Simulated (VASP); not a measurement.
# O2 in VASP: a series of runs, part 2 of 2

VASP 6.6.1. Earlier steps stand in the parts before.

### Step 3. Relaxation of the atoms, r2SCAN, collinear spin, ferromagnetic start

POSCAR reads:

```
O
1.0
    9.0000000000      0.0000000000      0.0000000000
    0.0000000000      9.5000000000      0.0000000000
    0.0000000000      0.0000000000     10.0000000000
O
2
Direct
    0.5000000000      0.5000000000      0.4385000000
    0.5000000000      0.5000000000      0.5615000000
```

INCAR.step1 reads:

```
SYSTEM = O
PREC     = Accurate       ! precision mode
ENCUT    = 520            ! plane-wave cutoff, eV
ISMEAR   = -1             ! smearing method
SIGMA    = 0.05           ! smearing width, eV
LREAL    = .False.        ! projectors in reciprocal space
LASPH    = .True.         ! aspherical terms in the spheres
NELM     = 150            ! most SCF steps
ISPIN    = 2              ! spin polarisation
MAGMOM   = 1 1            ! initial moments
GGA      = PE             ! functional
ALGO     = Normal         ! electronic algorithm
EDIFF    = 1E-4           ! SCF threshold, eV
LWAVE    = .True.         ! write WAVECAR
LCHARG   = .False.        ! write CHGCAR
```

INCAR.step2 reads:

```
SYSTEM = O
PREC     = Accurate       ! precision mode
ENCUT    = 520            ! plane-wave cutoff, eV
EDIFF    = 1E-7           ! SCF threshold, eV
ISMEAR   = -1             ! smearing method
SIGMA    = 0.05           ! smearing width, eV
LREAL    = .False.        ! projectors in reciprocal space
LASPH    = .True.         ! aspherical terms in the spheres
NELM     = 150            ! most SCF steps
ALGO     = Normal         ! electronic algorithm
ISIF     = 2              ! what is computed and relaxed
LWAVE    = .False.        ! write WAVECAR
LCHARG   = .False.        ! write CHGCAR
ISPIN    = 2              ! spin polarisation
MAGMOM   = 1 1            ! initial moments
LORBIT   = 11             ! projections on sites
METAGGA  = R2SCAN         ! meta-GGA
LMIXTAU  = .True.       
IBRION   = 2              ! ionic algorithm
NSW      = 80             ! ionic steps
EDIFFG   = -0.01          ! ionic threshold
ISTART   = 1
```

KPOINTS reads:

```
Automatic mesh
0
Gamma
  1 1 1
  0 0 0
```

Potentials or basis: VASP PAW PBE potentials, release 64 (O).

Started as:

```
$ cat potpaw_PBE.64/O/POTCAR > POTCAR
$ cp INCAR.step1 INCAR
$ mpirun -np 1 vasp_gam > vasp.out
$ cp INCAR.step2 INCAR
$ mpirun -np 1 vasp_gam > vasp.out
```

OUTCAR:

```text
SYSTEM = O
   PREC = Accurate
   ENCUT = 520
   EDIFF = 1E-7
   ISMEAR = -1
   LREAL = .False.
   LASPH = .True.
   NELM = 150
   ISIF = 2
   ISPIN = 2
   LORBIT = 11
   METAGGA = R2SCAN
   IBRION = 2
   NSW = 80
   EDIFFG = -0.01
   ISTART = 1

 ion  position               nearest neighbor table
   1  0.500  0.500  0.438-   2 1.23
   2  0.500  0.500  0.562-   1 1.23

  LATTYP: Found a simple orthorhombic cell.
 ALAT       =     9.0000000000
 B/A-ratio  =     1.0555555556
 C/A-ratio  =     1.1111111111

  Lattice vectors:

 A1 = (   9.0000000000,   0.0000000000,   0.0000000000)
 A2 = (   0.0000000000,   9.5000000000,   0.0000000000)
 A3 = (   0.0000000000,   0.0000000000,  10.0000000000)

Analysis of symmetry for initial positions (statically):
=====================================================================
 Subroutine PRICEL returns:
 Original cell was already a primitive cell.

 Routine SETGRP: Setting up the symmetry group for a
 simple orthorhombic supercell.

 Subroutine GETGRP returns: Found  8 space group operations
 (whereof  8 operations were pure point group operations)
 out of a pool of  8 trial point group operations.

The static configuration has the point symmetry D_2h.

Analysis of symmetry for dynamics (positions and initial velocities):
=====================================================================
 Subroutine PRICEL returns:
 Original cell was already a primitive cell.

 Routine SETGRP: Setting up the symmetry group for a
 simple orthorhombic supercell.

 Subroutine GETGRP returns: Found  8 space group operations
 (whereof  8 operations were pure point group operations)
 out of a pool of  8 trial point group operations.

The dynamic configuration has the point symmetry D_2h.

Analysis of structural, dynamic, and magnetic symmetry:
=====================================================================
 Subroutine PRICEL returns:
[... 122 lines left out ...]
   NGX = 33   NGY = 35   NGZ = 37

--------------------------------------- Ionic step        1  -------------------------------------------

 number of electron      12.0000001 magnetization       1.9983089

 Free energy of the ion-electron system (eV)
  ---------------------------------------------------
  ext. energy  EPLUGINS =         0.00000000
  ---------------------------------------------------
  free energy    TOTEN  =       -11.85828870 eV

  energy without entropy =      -11.85828870  energy(sigma->0) =      -11.85828870

------------------------ aborting loop because EDIFF is reached ----------------------------------------

  FORCE on cell =-STRESS in cart. coord.  units (eV):
  Direction    XX          YY          ZZ          XY          YZ          ZX
  --------------------------------------------------------------------------------------
  -------------------------------------------------------------------------------------
  Total       -0.0480708     -0.0489141     -0.7835742      0.0000000      0.0000000      0.0000000
  in kB       -0.0900794     -0.0916597     -1.4683331      0.0000000      0.0000000      0.0000000
  external PRESSURE =      -0.5500241 kB  Pullay stress =       0.0000000 kB
[... 59 lines left out ...]
--------------------------------------- Ionic step        3  -------------------------------------------

 number of electron      12.0000002 magnetization       2.0000001

 Free energy of the ion-electron system (eV)
  ---------------------------------------------------
  ext. energy  EPLUGINS =         0.00000000
  ---------------------------------------------------
  free energy    TOTEN  =       -11.86072632 eV

  energy without entropy =      -11.86072632  energy(sigma->0) =      -11.86072632

 E-fermi :  -6.1598     XC(G=0):  -0.4328

 val. band max:       -7.4354172001   @ k =   0.0000   0.0000   0.0000
 cond. band min:      -3.9918802488   @ k =   0.0000   0.0000   0.0000
 fundamental gap:      3.4435369513
 Fermi energy:        -6.1597777711

 spin component 1

 k-point     1 :       0.0000    0.0000    0.0000
  band No.  band energies     occupation
      1     -34.1689      1.00000
      2     -21.8774      1.00000
      3     -14.0345      1.00000
      4     -14.0345      1.00000
      5     -13.8433      1.00000
      6      -7.4354      1.00000
      7      -7.4354      1.00000
      8       0.0484      0.00000
      9       1.3700      0.00000
     10       1.5378      0.00000
     11       1.7617      0.00000
 Fermi energy:        -6.1597777711

 spin component 2

 k-point     1 :       0.0000    0.0000    0.0000
  band No.  band energies     occupation
      1     -32.7812      1.00000
      2     -19.4449      1.00000
      3     -12.7563      1.00000
      4     -11.5310      1.00000
      5     -11.5310      1.00000
      6      -3.9919      0.00000
      7      -3.9919      0.00000
      8       0.1070      0.00000
      9       1.5379      0.00000
     10       1.5777      0.00000
     11       1.8014      0.00000
[... 27 lines left out ...]
  FREE ENERGIE OF THE ION-ELECTRON SYSTEM (eV)
  ---------------------------------------------------
  free  energy   TOTEN  =       -11.8607263187 eV

  energy  without entropy=      -11.8607263187  energy(sigma->0) =      -11.86072632

 reached required accuracy - stopping structural energy minimisation

 total charge

# of ion       s       p       d       tot
------------------------------------------
    1        1.614   3.303   0.000   4.917
    2        1.614   3.303   0.000   4.917
--------------------------------------------------
tot          3.228   6.606   0.000   9.835

 magnetization (x)

# of ion       s       p       d       tot
------------------------------------------
    1        0.015   0.819   0.000   0.834
    2        0.015   0.819   0.000   0.834
--------------------------------------------------
tot          0.030   1.638   0.000   1.668
```

OUTCAR.step1:

```text
SYSTEM = O
   PREC = Accurate
   ENCUT = 520
   ISMEAR = -1
   LREAL = .False.
[... 246 lines left out ...]
      4.50000      4.75000      4.38500         0.000000      0.000000     -0.231427
      4.50000      4.75000      5.61500         0.000000      0.000000      0.231427
 -----------------------------------------------------------------------------------
    total drift:                                0.000000      0.000000     -0.000000

  FREE ENERGIE OF THE ION-ELECTRON SYSTEM (eV)
  ---------------------------------------------------
  free  energy   TOTEN  =        -9.8839609553 eV

  energy  without entropy=       -9.8839609548  energy(sigma->0) =       -9.88396096
```

OSZICAR.step1:

```text
N       E                     dE             d eps       ncg     rms          rms(c)
DAV:   1     0.141942697730E+03    0.14194E+03   -0.28538E+03    52   0.593E+02
DAV:   2     0.400655939178E+02   -0.10188E+03   -0.94464E+02    74   0.104E+02
DAV:   3    -0.771263733575E+01   -0.47778E+02   -0.46252E+02    58   0.102E+02
DAV:   4    -0.980214772620E+01   -0.20895E+01   -0.20886E+01    56   0.277E+01
DAV:   5    -0.982021679860E+01   -0.18069E-01   -0.18069E-01    66   0.258E+00    0.645E+00
DAV:   6    -0.974337418870E+01    0.76843E-01   -0.11645E+00    50   0.101E+01    0.300E+00
DAV:   7    -0.988385515459E+01   -0.14048E+00   -0.19720E-01    47   0.447E+00    0.147E+00
DAV:   8    -0.987926176256E+01    0.45934E-02   -0.70630E-02    50   0.230E+00    0.437E-01
DAV:   9    -0.988283193252E+01   -0.35702E-02   -0.53183E-03    44   0.710E-01    0.200E-01
DAV:  10    -0.988330021424E+01   -0.46828E-03   -0.72877E-04    44   0.272E-01    0.485E-02
DAV:  11    -0.988345397966E+01   -0.15377E-03   -0.54327E-05    44   0.692E-02    0.171E-02
DAV:  12    -0.988359001035E+01   -0.13603E-03   -0.17077E-05    44   0.307E-02    0.789E-03
DAV:  13    -0.988371058613E+01   -0.12058E-03   -0.50543E-06    47   0.161E-02    0.462E-03
DAV:  14    -0.988386448087E+01   -0.15389E-03   -0.73289E-06    44   0.173E-02    0.337E-03
DAV:  15    -0.988396095532E+01   -0.96474E-04   -0.36387E-06    50   0.119E-02
   1 F= -.98839610E+01 E0= -.98839610E+01  d E =-.480241E-09  mag=     2.0000
```

It took 12 min on 1 thread of Oxide Virtual Turin-like, shared host; peak memory 1.3 GiB.

What came out:

| Property | Result |
| --- | --- |
| Free energy | -11.8607 eV |
| Energy gained by relaxing | 1.2 meV/atom |
| Ionic steps | 3 |
| Largest force after relaxing | 0.009 eV/Å |
| Gap between the frontier levels | 3.44 eV |
| Net moment | 2.00 μB per cell |
| Site moments | O +0.83 μB |
| Valence electrons inside the program's atomic spheres | O 4.92 |

Forces on the atoms (eV/Å):
```
O    0.000  0.000 -0.009
O    0.000  0.000  0.009
```

Step by step:
```
step  energy change (eV)  largest force (eV/Å)  pressure (GPa)
   1              0.0000                0.5829           -0.06
   2              0.1041                4.6418            0.32
   3             -0.0024                0.0094           -0.01
```

Final structure:
```yaml
crystal:
  lattice:
    - [9.00000, 0.00000, 0.00000]
    - [0.00000, 9.50000, 0.00000]
    - [0.00000, 0.00000, 10.00000]
  atoms:
    - { symbol: O, position: [0.50000, 0.50000, 0.43888] }
    - { symbol: O, position: [0.50000, 0.50000, 0.56112] }
```

Caveat: the standard files for N, O and F lose accuracy on very short bonds; the PAW data sets were made with another functional, which shifts forces and pressure a little.
